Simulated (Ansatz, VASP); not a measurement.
Ta: VASP beside Ansatz

File INCAR:

```
PREC     = Accurate       # precision mode
ENCUT    = 520            # plane-wave cutoff, eV
EDIFF    = 1E-6           # SCF threshold, eV
ISMEAR   = 0              # smearing method
SIGMA    = 0.15           # smearing width, eV
LREAL    = False          # projectors in reciprocal space
LASPH    = True           # aspherical terms in the spheres
NELM     = 60             # most SCF steps
ALGO     = Normal         # electronic algorithm
ISIF     = 2              # what is computed and relaxed
LWAVE    = False          # write WAVECAR
LCHARG   = True           # write CHGCAR
GGA      = PS             # functional
LELF     = True           # ELF
LVHAR    = True         
NBANDS   = 12             # bands
```

Contents of KPOINTS:

```
regular mesh
0
Gamma
  20 20 20
```

Contents of POSCAR:

```
Ta
1.0
   -1.5191776000      1.5191776000      1.5191776000
    1.5191776000     -1.5191776000      1.5191776000
    1.5191776000      1.5191776000     -1.5191776000
Ta
1
Direct
    0.0000000000      0.0000000000      0.0000000000
```

Input for Ansatz:

```yaml
crystal:
  lattice:
    - [-1.5191776, 1.5191776, 1.5191776]
    - [1.5191776, -1.5191776, 1.5191776]
    - [1.5191776, 1.5191776, -1.5191776]
  atoms:
    - { symbol: Ta, position: [0.0, 0.0, 0.0] }
basis:
  ecutwfc: 420
kpoints:
  mp_grid: { grid: [20, 20, 20] }
hamiltonian:
  xc: pbesol
scf:
  occupations: { method: gaussian, width: 0.15 }
output:
  forces: true
  stress: true
  eigenvalues: true
```

Change from the starting cell: strain -0.080 along x and y, -0.080 along z, atoms carried along.

Alike in both runs: task single point; functional PBEsol; k mesh 20 × 20 × 20; occupations gaussian, width 0.15 eV; no spin polarisation.

```csv
,VASP,Ansatz
version,VASP 6.6.1,Ansatz 0.2.0
potentials or method,"VASP PAW PBE potentials, release 64 (Ta_pv), cutoff 520 eV","scalar-relativistic, plane waves, PAW"
valence electrons in the cell,11,13
```

Ansatz gave:

```
gap on the k mesh at the Fermi level (eV) : none
pressure (GPa)                            : 73.0
```

Task: Which values does VASP return?

Result: gap on the k mesh at the Fermi level (eV): none; pressure (GPa): 74.2.

VASP's potentials were made for PBE, not for PBEsol. A gap of «none» marks a metal or a gap that the smearing closes. Both programs put the cell under a high pressure, so it lies far from rest at this level. VASP's potentials hold 11 valence electrons a cell and Ansatz's 13, so a difference there can come from the potentials and not from the codes.

Spin-orbit coupling is off throughout. Noted on VASP's run: the cell as given lies far from equilibrium.
